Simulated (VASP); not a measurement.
# Sc2SnS (P-6m2) in VASP: further runs, part 2 of 2

VASP 6.6.1. The steps go on from the part before.

### Step 4. Single point, PBE

Input file INCAR:

```
PREC = Accurate ; ENCUT = 520
EDIFF = 1E-6 ; ISMEAR = 0
SIGMA = 0.1 ; LREAL = False
LASPH = True ; NELM = 60
ALGO = Normal ; ISIF = 2
LWAVE = False ; LCHARG = False
GGA = PE ; NBANDS = 29
```

Input file KPOINTS:

```
regular mesh
0
Gamma
  18 18 6
```

Input file POSCAR:

```
Sc2SnS
1.0
    3.5485611734      0.0000000000      0.0000000000
   -1.7742805867      3.0731441230      0.0000000000
    0.0000000000      0.0000000000      7.7114670000
Sc Sn S
2 1 1
Direct
    0.6666666667      0.3333333333      0.2910570000
    0.6666666667      0.3333333333      0.7089430000
    0.0000000000      0.0000000000      0.0000000000
    0.3333333333      0.6666666667      0.5000000000
```

Potentials or basis: VASP PAW PBE potentials, release 64 (Sc_sv, Sn_d, S).

Command:

```sh
$ cat potpaw_PBE.64/Sc_sv/POTCAR potpaw_PBE.64/Sn_d/POTCAR potpaw_PBE.64/S/POTCAR > POTCAR
$ mpirun -np 1 vasp_std > vasp.out
```

OUTCAR:

```text
PREC = Accurate
   ENCUT = 520
   EDIFF = 1E-6
   ISMEAR = 0
   LREAL = False
   LASPH = True
   NELM = 60
   ISIF = 2
   GGA = PE

 ion  position               nearest neighbor table
   1  0.667  0.333  0.291-   4 2.61   4 2.61   4 2.61   3 3.04   3 3.04   3 3.04   2 3.22
   2  0.667  0.333  0.709-   4 2.61   4 2.61   4 2.61   3 3.04   3 3.04   3 3.04   1 3.22
   3  0.000  0.000  0.000-   1 3.04   2 3.04   1 3.04   2 3.04   1 3.04   2 3.04
   4  0.333  0.667  0.500-   1 2.61   2 2.61   1 2.61   2 2.61   1 2.61   2 2.61

  LATTYP: Found a hexagonal cell.
 ALAT       =     3.5485611734
 C/A-ratio  =     2.1731250000

  Lattice vectors:

 A1 = (   3.5485611734,   0.0000000000,   0.0000000000)
 A2 = (  -1.7742805867,   3.0731441230,   0.0000000000)
 A3 = (   0.0000000000,   0.0000000000,   7.7114670000)

Analysis of symmetry for initial positions (statically):
=====================================================================
 Subroutine PRICEL returns:
 Original cell was already a primitive cell.

 Routine SETGRP: Setting up the symmetry group for a
 hexagonal supercell.

 Subroutine GETGRP returns: Found 12 space group operations
 (whereof 12 operations were pure point group operations)
 out of a pool of 24 trial point group operations.

The static configuration has the point symmetry D_3h.

Analysis of symmetry for dynamics (positions and initial velocities):
=====================================================================
 Subroutine PRICEL returns:
 Original cell was already a primitive cell.

 Routine SETGRP: Setting up the symmetry group for a
 hexagonal supercell.

 Subroutine GETGRP returns: Found 12 space group operations
 (whereof 12 operations were pure point group operations)
 out of a pool of 24 trial point group operations.

The dynamic configuration has the point symmetry D_3h.

 Subroutine INISYM returns: Found 12 space group operations
 (whereof 12 operations are pure point group operations),
[... 119 lines left out ...]
     AMIX     =   0.40;   BMIX     =  1.00
     AMIX_MAG =   1.60;   BMIX_MAG =  1.00
  volume/ion in A,a.u.               =      21.02       141.88
  Fermi-wavevector in a.u.,A,eV,Ry     =   1.298874  2.454517 22.954048  1.687075
  Thomas-Fermi vector in A             =   2.430175
   LORBIT       =      0    0 simple, 1 ext, 2 COOP (PROOUT), +10 PAW based schemes
   GGA     = PE    functional components
   LHFCALC =     F    Hartree Fock is set to
   AEXX    =    0.0000 exact exchange contribution
   IVDW    =     0    specifies the selected vdW correction
   LEPSILON=     F    determine dielectric tensor
   LRPA    =     F    only Hartree local field effects (RPA)
 non-spin polarized calculation
 Gauss-broadening in eV      SIGMA  =   0.10
  energy-cutoff  :      520.00
  volume of cell :       84.10
 maximum number of plane-waves:      2309
 NGX is ok and might be reduce to    28
   NGX = 13   NGY = 13   NGZ = 29

 number of electron      41.9999998 magnetization

 Free energy of the ion-electron system (eV)
  ---------------------------------------------------
  ext. energy  EPLUGINS =         0.00000000
  ---------------------------------------------------
  free energy    TOTEN  =       -25.22678648 eV

  energy without entropy =      -25.20859256  energy(sigma->0) =      -25.21768952

 E-fermi :   6.8614     XC(G=0): -10.5293

 val. band max:        6.8609279174   @ k =   0.3889   0.0556   0.3333
 cond. band min:       6.8629687272   @ k =   0.0556   0.0556   0.5000
 fundamental gap:      0.0020408098
 Fermi energy:         6.8613715265

 k-point     1 :       0.0000    0.0000    0.0000
  band No.  band energies     occupation
      1     -42.9891      2.00000
      2     -42.9755      2.00000
      3     -21.6977      2.00000
      4     -21.6104      2.00000
      5     -21.6104      2.00000
      6     -21.5949      2.00000
[... 757 lines left out ...]
     28       9.6648      0.00000
     29       9.9836      0.00000

 [... further k-points ...]

------------------------ aborting loop because EDIFF is reached ----------------------------------------

  FORCE on cell =-STRESS in cart. coord.  units (eV):
  Direction    XX          YY          ZZ          XY          YZ          ZX
  --------------------------------------------------------------------------------------
  -------------------------------------------------------------------------------------
  Total        0.0515062      0.0515062      0.0920497      0.0000000     -0.0000000      0.0000000
  in kB        0.9812909      0.9812909      1.7537213      0.0000000     -0.0000000      0.0000000
  external PRESSURE =       1.2387677 kB  Pullay stress =       0.0000000 kB

 VOLUME and BASIS-vectors are now :
 -----------------------------------------------------------------------------
  energy-cutoff  :      520.00
  volume of cell :       84.10
      direct lattice vectors                 reciprocal lattice vectors
     3.548561173  0.000000000  0.000000000     0.281804357  0.162699821  0.000000000
    -1.774280587  3.073144123  0.000000000     0.000000000  0.325399643  0.000000000
     0.000000000  0.000000000  7.711467000     0.000000000  0.000000000  0.129677012

 POSITION                                       TOTAL-FORCE (eV/Angst)
 -----------------------------------------------------------------------------------
      1.77428      1.02438      2.24448         0.000000      0.000000     -0.023391
      1.77428      1.02438      5.46699         0.000000      0.000000      0.023391
      0.00000      0.00000      0.00000        -0.000000     -0.000000      0.000000
     -0.00000      2.04876      3.85573        -0.000000     -0.000000      0.000000
 -----------------------------------------------------------------------------------
    total drift:                               -0.000000      0.000000      0.000000

  FREE ENERGIE OF THE ION-ELECTRON SYSTEM (eV)
  ---------------------------------------------------
  free  energy   TOTEN  =       -25.2267864778 eV

  energy  without entropy=      -25.2085925585  energy(sigma->0) =      -25.21768952
```

OSZICAR:

```text
N       E                     dE             d eps       ncg     rms          rms(c)
DAV:   1     0.630594670615E+03    0.63059E+03   -0.19614E+04  8608   0.180E+03
DAV:   2     0.449763958328E+02   -0.58562E+03   -0.57617E+03  9488   0.626E+02
DAV:   3    -0.241238380690E+02   -0.69100E+02   -0.67610E+02 12611   0.222E+02
DAV:   4    -0.275448463216E+02   -0.34210E+01   -0.33983E+01 13747   0.462E+01
DAV:   5    -0.276195325570E+02   -0.74686E-01   -0.74552E-01 13960   0.785E+00    0.114E+01
DAV:   6    -0.253202822450E+02    0.22993E+01   -0.97615E+00 13224   0.224E+01    0.485E+00
DAV:   7    -0.252472730050E+02    0.73009E-01   -0.52140E-01 13707   0.633E+00    0.287E+00
DAV:   8    -0.252270590250E+02    0.20214E-01   -0.62973E-02 13499   0.219E+00    0.336E-01
DAV:   9    -0.252266401799E+02    0.41885E-03   -0.56961E-03 13494   0.666E-01    0.199E-01
DAV:  10    -0.252267647757E+02   -0.12460E-03   -0.65599E-04 13152   0.250E-01    0.911E-02
DAV:  11    -0.252267895063E+02   -0.24731E-04   -0.12584E-04 13344   0.881E-02    0.146E-02
DAV:  12    -0.252267869536E+02    0.25527E-05   -0.30444E-05 13240   0.515E-02    0.778E-03
DAV:  13    -0.252267864778E+02    0.47583E-06   -0.20378E-06  8312   0.151E-02
   1 F= -.25226786E+02 E0= -.25217690E+02  d E =-.181939E-01
```

It took 4.6 min on 1 thread of Intel Xeon Platinum 8488C (Sapphire Rapids), shared host; peak memory 0.46 GiB.

Results:

- Free energy: -25.2268 eV
- Pressure: 0.1 GPa
- Largest force: 0.023 eV/Å
- Band gap on the k mesh: zero (bands 21 and 22 overlap by 1.07 eV)

Forces in eV/Å, atoms in the order of the input:
```
Sc   0.000  0.000 -0.023
Sc   0.000  0.000  0.023
Sn   0.000  0.000  0.000
S    0.000  0.000  0.000
```

Levels at points of the mesh, in eV from the Fermi level:
```tsv
k point	band 17	band 18	band 19	band 20	band 21	band 22	band 23	band 24	band 25	band 26
(0.00, 0.00, 0.00)	-3.36	-3.36	-2.04	-1.12	0.80	0.80	1.06	1.06	2.07	2.26
(0.50, 0.00, 0.00)	-4.97	-3.96	-3.73	-1.92	-0.79	-0.08	1.14	1.77	2.36	2.70
(0.00, 0.00, 0.50)	-3.65	-3.35	-3.35	-0.12	0.59	0.59	1.10	1.10	1.58	2.08
(0.50, 0.00, 0.50)	-5.07	-3.95	-3.69	-1.81	-0.66	0.00	0.70	1.53	2.60	2.73
```

Caveat: spin-orbit coupling is left out, which moves the levels of the heavy elements.

### Step 5. Overview

```csv
spin,k mesh,gap on the mesh (eV),pressure (GPa),largest force (eV/Å)
off,6 × 6 × 2,none,0.1,0.01
collinear,6 × 6 × 2,none,0.1,0.01
off,18 × 18 × 6,none,0.1,0.02
```

Alike in all rows: task single point; level PBE; potentials or basis VASP PAW PBE potentials, release 64 (Sc_sv, Sn_d, S); cell as given; cutoff (eV) 520; smearing gaussian 0.1 eV.

Caveats: some runs use coarse meshes; spin-orbit coupling is left out, which moves the levels of the heavy elements.

Total energies depend on the potentials used, so only differences within one code and one set of settings carry meaning.

The gap in the log of VASP goes by the Fermi energy; the results here count the filled bands.